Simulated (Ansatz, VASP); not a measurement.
**Two plane-wave programs on Hf**

```
Hf
1.0
     0.00000    2.22000    2.22000
     2.26440    0.00000    2.22000
     2.26440    2.22000    0.00000
Hf
1
Direct
  0.00000 0.00000 0.00000
```

Change from the starting cell: strain +0.0200 x Voigt [1, 0, 0, 0, 0, 0], atoms carried along.

Alike in both runs: task single point; functional r2SCAN; k mesh 18 × 18 × 18; occupations gaussian, width 0.15 eV; no spin polarisation.

```csv
,VASP,Ansatz
version,VASP 6.6.1,Ansatz 0.2.0
potentials or method,"VASP PAW PBE potentials, release 64 (Hf_pv), cutoff 520 eV","scalar-relativistic, plane waves, PAW"
valence electrons in the cell,10,26
```

|  | VASP | Ansatz | Ansatz less VASP |
| --- | --- | --- | --- |
| gap on the k mesh at the Fermi level (eV) | none | none | - |
| pressure (GPa) | 0.1 | 0.6 | +0.51 |
| traceless stress, the component that is largest in VASP (GPa) | -0.78 | -0.78 | +0.003 |

VASP's potentials were made for PBE, not for r2SCAN. A gap of «none» marks a metal or a gap that the smearing closes. VASP's potentials hold 10 valence electrons a cell and Ansatz's 26, so a difference there can come from the potentials and not from the codes.

Neither program's run includes spin-orbit coupling.
